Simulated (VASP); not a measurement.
# CoSi (P1) in VASP: single point with PBEsol

Aim: the single point of CoSi with PBEsol.

Program: VASP 6.6.1. These are calculated values, not measurements. Logs are shortened: lines on timing, memory, paths and dates and some standing lists are left out, and cuts for length are marked.

### Step 1. The cell of the first run

The typed cell holds 8 atoms: a = 4.386 Å, b = 4.386 Å, c = 4.386 Å, α = 90.00°, β = 90.00°, γ = 90.00°.

### Step 2. Single point, PBEsol (atom 1 (Co) moved +0.050 Å towards its neighbour atom 2 (Co) at 2.698 Å)

File INCAR:

```
SYSTEM = CoSi
PREC     = Accurate       ! precision mode
ENCUT    = 520            ! plane-wave cutoff, eV
EDIFF    = 1E-6           ! SCF threshold, eV
ISMEAR   = 0              ! smearing method
SIGMA    = 0.15           ! smearing width, eV
LREAL    = .False.        ! projectors in reciprocal space
LASPH    = .True.         ! aspherical terms in the spheres
NELM     = 60             ! most SCF steps
ALGO     = Fast           ! electronic algorithm
ISIF     = 2              ! what is computed and relaxed
LWAVE    = .False.        ! write WAVECAR
LCHARG   = .False.        ! write CHGCAR
GGA      = PS             ! functional
NBANDS   = 36             ! bands
```

File KPOINTS:

```
Automatic mesh
0
Gamma
  10 10 10
  0 0 0
```

File POSCAR:

```
CoSi
1.0
    4.3858255225      0.0000000000      0.0000000000
    0.0000000000      4.3858255225      0.0000000000
    0.0000000000      0.0000000000      4.3858255225
Co Si
4 4
Direct
    0.1495126362      0.1402463102      0.1363783483
    0.3543553257      0.8543553257      0.6456446743
    0.6456446743      0.3543553257      0.8543553257
    0.8543553257      0.6456446743      0.3543553257
    0.8433288496      0.8433288496      0.8433288496
    0.6566711504      0.1566711504      0.3433288496
    0.3433288496      0.6566711504      0.1566711504
    0.1566711504      0.3433288496      0.6566711504
```

Potentials or basis: VASP PAW PBE potentials, release 64 (Co, Si).

Launch:

```sh
$ cat potpaw_PBE.64/Co/POTCAR potpaw_PBE.64/Si/POTCAR > POTCAR
$ mpirun -np 1 vasp_std > vasp.out
```

OUTCAR:

```text
SYSTEM = CoSi
   PREC = Accurate
   ENCUT = 520
   EDIFF = 1E-6
   ISMEAR = 0
   LREAL = .False.
   LASPH = .True.
   NELM = 60
   ISIF = 2
   GGA = PS

 ion  position               nearest neighbor table
   1  0.150  0.140  0.136-   5 2.27   8 2.28   7 2.29   6 2.35   6 2.40   7 2.42   8 2.45   2 2.65
                             3 2.67   3 2.70   4 2.70   2 2.71   4 2.74
   2  0.354  0.854  0.646-   6 2.30   5 2.31   7 2.31   8 2.31   7 2.40   8 2.40   5 2.40   1 2.65
                             3 2.70   3 2.70   4 2.70   4 2.70   1 2.71
   3  0.646  0.354  0.854-   7 2.30   6 2.31   5 2.31   8 2.31   6 2.40   8 2.40   5 2.40   1 2.67
                             4 2.70   2 2.70   2 2.70   4 2.70   1 2.70
   4  0.854  0.646  0.354-   8 2.30   6 2.31   7 2.31   5 2.31   5 2.40   6 2.40   7 2.40   3 2.70
                             2 2.70   2 2.70   3 2.70   1 2.70   1 2.74
   5  0.843  0.843  0.843-   1 2.27   2 2.31   3 2.31   4 2.31   4 2.40   3 2.40   2 2.40   6 2.71
                             7 2.71   8 2.71   6 2.71   8 2.71   7 2.71
   6  0.657  0.157  0.343-   2 2.30   3 2.31   4 2.31   1 2.35   1 2.40   3 2.40   4 2.40   8 2.71
                             5 2.71   5 2.71   7 2.71   7 2.71   8 2.71
   7  0.343  0.657  0.157-   1 2.29   3 2.30   2 2.31   4 2.31   2 2.40   4 2.40   1 2.42   8 2.71
                             5 2.71   8 2.71   6 2.71   6 2.71   5 2.71
   8  0.157  0.343  0.657-   1 2.28   4 2.30   3 2.31   2 2.31   2 2.40   3 2.40   1 2.45   7 2.71
                             5 2.71   7 2.71   5 2.71   6 2.71   6 2.71

  LATTYP: Found a simple cubic cell.
 ALAT       =     4.3858255225

  Lattice vectors:

 A1 = (   4.3858255225,   0.0000000000,   0.0000000000)
 A2 = (   0.0000000000,   4.3858255225,   0.0000000000)
 A3 = (   0.0000000000,   0.0000000000,   4.3858255225)

Analysis of symmetry for initial positions (statically):
=====================================================================
 Subroutine PRICEL returns:
 Original cell was already a primitive cell.

 Routine SETGRP: Setting up the symmetry group for a
 simple cubic supercell.

 Subroutine GETGRP returns: Found  1 space group operations
 (whereof  1 operations were pure point group operations)
 out of a pool of 48 trial point group operations.

The static configuration has the point symmetry C_1 .

Analysis of symmetry for dynamics (positions and initial velocities):
=====================================================================
 Subroutine PRICEL returns:
 Original cell was already a primitive cell.

 Routine SETGRP: Setting up the symmetry group for a
 simple cubic supercell.

 Subroutine GETGRP returns: Found  1 space group operations
 (whereof  1 operations were pure point group operations)
 out of a pool of 48 trial point group operations.

The dynamic configuration has the point symmetry C_1 .

 Subroutine INISYM returns: Found  1 space group operations
 (whereof  1 operations are pure point group operations),
 and found     1 'primitive' translations

----------------------------------------------------------------------------------------

                                     Primitive cell

  volume of cell :      84.3634

  direct lattice vectors                    reciprocal lattice vectors
     4.385825523  0.000000000  0.000000000     0.228007246  0.000000000  0.000000000
     0.000000000  4.385825523  0.000000000     0.000000000  0.228007246  0.000000000
     0.000000000  0.000000000  4.385825523     0.000000000  0.000000000  0.228007246

  length of vectors
     4.385825523  4.385825523  4.385825523     0.228007246  0.228007246  0.228007246

  position of ions in fractional coordinates (direct lattice)
     0.149512636  0.140246310  0.136378348
     0.354355326  0.854355326  0.645644674
     0.645644674  0.354355326  0.854355326
     0.854355326  0.645644674  0.354355326
     0.843328850  0.843328850  0.843328850
     0.656671150  0.156671150  0.343328850
     0.343328850  0.656671150  0.156671150
     0.156671150  0.343328850  0.656671150

  ion indices of the primitive-cell ions
   primitive index   ion index
                 1           1
                 2           2
                 3           3
                 4           4
                 5           5
                 6           6
                 7           7
                 8           8

----------------------------------------------------------------------------------------

 KPOINTS: Automatic mesh

Automatic generation of k-mesh.
 Grid dimensions read from file:
 generate k-points for:   10   10   10

 Generating k-lattice:

  Cartesian coordinates                     Fractional coordinates (reciprocal lattice)
     0.022800725  0.000000000  0.000000000     0.100000000  0.000000000  0.000000000
     0.000000000  0.022800725  0.000000000     0.000000000  0.100000000  0.000000000
     0.000000000  0.000000000  0.022800725     0.000000000  0.000000000  0.100000000

  Length of vectors
     0.022800725  0.022800725  0.022800725

  Shift w.r.t. Gamma in fractional coordinates (k-lattice)
     0.000000000  0.000000000  0.000000000

 Subroutine IBZKPT returns following result:
 ===========================================

 Found    504 irreducible k-points:

 Following reciprocal coordinates:
            Coordinates               Weight
  0.000000  0.000000  0.000000      1.000000
  0.100000  0.000000  0.000000      2.000000
  0.000000  0.100000  0.000000      2.000000
  0.000000  0.000000  0.100000      2.000000
  0.200000  0.000000  0.000000      2.000000
  0.000000  0.200000  0.000000      2.000000
[... 16 lines left out ...]
  0.200000  0.100000  0.000000      2.000000
  0.000000  0.200000  0.100000      2.000000
 [... further k-points ...]
   k-points           NKPTS =    504   k-points in BZ     NKDIM =    504   number of bands    NBANDS=     36
   number of dos      NEDOS =    301   number of ions     NIONS =      8
   total plane-waves  NPLWV =  46656
   dimension x,y,z NGX =    36 NGY =   36 NGZ =   36
   dimension x,y,z NGXF=    72 NGYF=   72 NGZF=   72
   ions per type =               4   4
   NGX,Y,Z   is equivalent  to a cutoff of  13.65, 13.65, 13.65 a.u.
   NGXF,Y,Z  is equivalent  to a cutoff of  27.29, 27.29, 27.29 a.u.
 SYSTEM =  CoSi
   PREC   = accura    normal or accurate (medium, high low for compatibility)
   ISTART =      0    job   : 0-new  1-cont  2-samecut
   ICHARG =      2    charge: 1-file 2-atom 10-const
   ISPIN  =      1    spin polarized calculation?
   LNONCOLLINEAR =      F non collinear calculations
   LSORBIT =      F    spin-orbit coupling
   LASPH  =      T    aspherical Exc in radial PAW
   ENCUT  =  520.0 eV  38.22 Ry    6.18 a.u.   8.15  8.15  8.15*2*pi/ulx,y,z
   NELM   =     60;   NELMIN=  2; NELMDL= -5     # of ELM steps
   EDIFF  = 0.1E-05   stopping-criterion for ELM
   LREAL  =      F    real-space projection
   EDIFFG = 0.1E-04   stopping-criterion for IOM
   NSW    =      0    number of steps for IOM
   IBRION =     -1    ionic relax: 0-MD 1-quasi-New 2-CG
   NFREE  =      0    steps in history (QN), initial steepest desc. (CG)
   ISIF   =      2    stress and relaxation
   ISYM   =      2    0-nonsym 1-usesym 2-fastsym
   POTIM  = 0.5000    time-step for ionic-motion
   TEBEG  =    0.0;   TEEND  =   0.0 temperature during run
   PSTRESS=    0.0 pullay stress
   NELECT =      52.0000    total number of electrons
   NUPDOWN=      -1.0000    fix difference up-down
   EMIN   =  10.00;   EMAX   =-10.00  energy-range for DOS
   EFERMI =   0.00;   METHOD = LEGACY
   ISMEAR =     0;   SIGMA  =   0.15  broadening in eV -4-tet -1-fermi 0-gaus
   EFERMI_NEDOS =   21; number of points for ismear=-14 and -15
   IALGO  =     68    algorithm
   IMIX   =      4    mixing-type and parameters
     AMIX     =   0.40;   BMIX     =  1.00
     AMIX_MAG =   1.60;   BMIX_MAG =  1.00
  volume/ion in A,a.u.               =      10.55        71.16
  Fermi-wavevector in a.u.,A,eV,Ry     =   1.393236  2.632834 26.410347  1.941106
  Thomas-Fermi vector in A             =   2.516901
   LORBIT       =      0    0 simple, 1 ext, 2 COOP (PROOUT), +10 PAW based schemes
   GGA     = PS    functional components
   LHFCALC =     F    Hartree Fock is set to
   AEXX    =    0.0000 exact exchange contribution
   IVDW    =     0    specifies the selected vdW correction
   LEPSILON=     F    determine dielectric tensor
   LRPA    =     F    only Hartree local field effects (RPA)
 non-spin polarized calculation
 RMM-DIIS sequential band-by-band and
 Gauss-broadening in eV      SIGMA  =   0.15
  energy-cutoff  :      520.00
  volume of cell :       84.36
 maximum number of plane-waves:      2301
 NGX is ok and might be reduce to    36
   NGX = 17   NGY = 17   NGZ = 17

 number of electron      51.9999994 magnetization

 Free energy of the ion-electron system (eV)
  ---------------------------------------------------
  ext. energy  EPLUGINS =         0.00000000
  ---------------------------------------------------
  free energy    TOTEN  =       -59.81470246 eV

  energy without entropy =      -59.79818323  energy(sigma->0) =      -59.80644284

 E-fermi :  12.5147     XC(G=0): -13.1287

 val. band max:       12.5103794446   @ k =  -0.4000   0.4000   0.5000
 cond. band min:      12.5160222479   @ k =   0.4000   0.4000   0.5000
 fundamental gap:      0.0056428034
 Fermi energy:        12.5147157560

 k-point     1 :       0.0000    0.0000    0.0000
  band No.  band energies     occupation
      1      -1.4548      2.00000
      2       4.1546      2.00000
      3       4.1574      2.00000
      4       4.1655      2.00000
      5       6.8301      2.00000
      6       6.8372      2.00000
[... 28 lines left out ...]
     35      16.1884      0.00000
     36      17.4379      0.00000

 k-point     2 :       0.1000    0.0000    0.0000
  band No.  band energies     occupation
      1      -1.3784      2.00000
      2       3.5350      2.00000
      3       4.2055      2.00000
      4       4.6348      2.00000
      5       6.4621      2.00000
      6       6.8856      2.00000
[... 28 lines left out ...]
     35      16.4585      0.00000
     36      18.0033      0.00000

 k-point     3 :       0.0000    0.1000    0.0000
  band No.  band energies     occupation
      1      -1.3784      2.00000
      2       3.5344      2.00000
      3       4.2111      2.00000
      4       4.6310      2.00000
      5       6.4564      2.00000
      6       6.8918      2.00000
[... 28 lines left out ...]
     35      16.4731      0.00000
     36      17.7373      0.00000

 k-point     4 :       0.0000    0.0000    0.1000
  band No.  band energies     occupation
      1      -1.3784      2.00000
      2       3.5357      2.00000
      3       4.2040      2.00000
      4       4.6353      2.00000
      5       6.4684      2.00000
      6       6.8774      2.00000
[... 28 lines left out ...]
     35      16.4580      0.00000
     36      17.7598      0.00000

 k-point     5 :       0.2000    0.0000    0.0000
  band No.  band energies     occupation
      1      -1.1506      2.00000
      2       2.7663      2.00000
      3       4.3464      2.00000
      4       5.0250      2.00000
      5       6.2472      2.00000
      6       7.0046      2.00000
[... 655 lines left out ...]
 k-point    22 :       0.0000   -0.1000    0.1000
  band No.  band energies     occupation
      1      -1.3021      2.00000
      2       3.3809      2.00000
      3       4.0161      2.00000
      4       4.8622      2.00000
      5       6.3373      2.00000
      6       7.0042      2.00000
[... 28 lines left out ...]
     35      16.8540      0.00000
     36      17.8397      0.00000

 k-point    23 :       0.2000    0.1000    0.0000
  band No.  band energies     occupation
      1      -1.0751      2.00000
      2       2.7796      2.00000
      3       4.0382      2.00000
      4       5.1722      2.00000
      5       6.2275      2.00000
      6       7.0097      2.00000
[... 28 lines left out ...]
     35      17.3172      0.00000
     36      17.8665      0.00000

 k-point    24 :       0.0000    0.2000    0.1000
  band No.  band energies     occupation
      1      -1.0750      2.00000
      2       2.7799      2.00000
      3       4.0382      2.00000
      4       5.1790      2.00000
      5       6.2224      2.00000
      6       7.0163      2.00000
[... 28 lines left out ...]
     35      17.3292      0.00000
     36      17.8817      0.00000

 [... further k-points ...]
[... 5 lines left out ...]
  --------------------------------------------------------------------------------------
  -------------------------------------------------------------------------------------
  Total        0.1341570      0.2129467      0.2887524     -0.0236616     -0.0767526      0.1426714
  in kB        2.5478257      4.0441518      5.4838059     -0.4493667     -1.4576372      2.7095273
  external PRESSURE =       4.0252611 kB  Pullay stress =       0.0000000 kB

 VOLUME and BASIS-vectors are now :
 -----------------------------------------------------------------------------
  energy-cutoff  :      520.00
  volume of cell :       84.36
      direct lattice vectors                 reciprocal lattice vectors
     4.385825523  0.000000000  0.000000000     0.228007246  0.000000000  0.000000000
     0.000000000  4.385825523  0.000000000     0.000000000  0.228007246  0.000000000
     0.000000000  0.000000000  4.385825523     0.000000000  0.000000000  0.228007246

 POSITION                                       TOTAL-FORCE (eV/Angst)
 -----------------------------------------------------------------------------------
      0.65574      0.61510      0.59813        -0.230083      0.312042      0.542640
      1.55414      3.74705      2.83168         0.050769     -0.042632     -0.111937
      2.83168      1.55414      3.74705         0.030180      0.001782     -0.037486
      3.74705      2.83168      1.55414         0.047141     -0.068784     -0.029653
      3.69869      3.69869      3.69869        -0.085660     -0.077021     -0.078152
      2.88005      0.68713      1.50578         0.108931     -0.023146     -0.081424
      1.50578      2.88005      0.68713         0.062195     -0.112949     -0.025187
      0.68713      1.50578      2.88005         0.016527      0.010708     -0.178801
 -----------------------------------------------------------------------------------
    total drift:                                0.000075     -0.000109      0.000032

  FREE ENERGIE OF THE ION-ELECTRON SYSTEM (eV)
  ---------------------------------------------------
  free  energy   TOTEN  =       -59.8147024579 eV

  energy  without entropy=      -59.7981832303  energy(sigma->0) =      -59.80644284
```

Run time: 50 min. Hardware: 1 thread of Oxide Virtual Turin-like, shared host; peak memory 1.1 GiB.

Results:

- Free energy: -59.8147 eV
- Pressure: 0.4 GPa
- Largest force: 0.667 eV/Å
- Band gap on the k mesh: zero (bands 26 and 27 overlap by 0.24 eV)

Forces in eV/Å, atoms in the order of the input:
```
Co  -0.230  0.312  0.543
Co   0.051 -0.043 -0.112
Co   0.030  0.002 -0.037
Co   0.047 -0.069 -0.030
Si  -0.086 -0.077 -0.078
Si   0.109 -0.023 -0.081
Si   0.062 -0.113 -0.025
Si   0.017  0.011 -0.179
```

Stress tensor (GPa, compression positive):
```
 0.25 -0.04  0.27
-0.04  0.40 -0.15
 0.27 -0.15  0.55
```

Levels at points of the mesh, in eV from the Fermi level:
| k point | band 23 | band 24 | band 25 | band 26 | band 27 | band 28 | band 29 | band 30 |
| --- | --- | --- | --- | --- | --- | --- | --- | --- |
| (0.00, 0.00, 0.00) | -0.85 | -0.84 | -0.06 | -0.05 | -0.01 | 2.57 | 2.61 | 2.65 |
| (0.50, 0.00, 0.00) | -0.73 | -0.71 | -0.56 | -0.53 | 0.96 | 1.01 | 1.55 | 1.59 |
| (0.00, 0.50, 0.00) | -0.72 | -0.71 | -0.56 | -0.53 | 0.98 | 1.06 | 1.54 | 1.58 |
| (0.00, 0.00, 0.50) | -0.74 | -0.70 | -0.56 | -0.52 | 0.98 | 1.03 | 1.53 | 1.55 |
| (0.50, 0.50, 0.00) | -1.09 | -1.06 | -0.09 | -0.06 | 0.58 | 0.62 | 2.06 | 2.10 |
| (0.00, 0.50, 0.50) | -1.08 | -1.07 | -0.10 | -0.06 | 0.58 | 0.59 | 2.07 | 2.09 |
| (0.50, 0.00, 0.50) | -1.11 | -1.07 | -0.11 | -0.06 | 0.54 | 0.59 | 2.11 | 2.12 |
| (0.50, 0.50, 0.50) | -1.30 | -1.29 | -0.30 | -0.28 | -0.26 | -0.23 | 5.53 | 5.56 |

Caveat: the cell differs from its parent crystal (atom 1 (Co) moved +0.050 Å towards its neighbour atom 2 (Co) at 2.698 Å); the PAW data sets were made with another functional, which shifts forces and pressure a little.
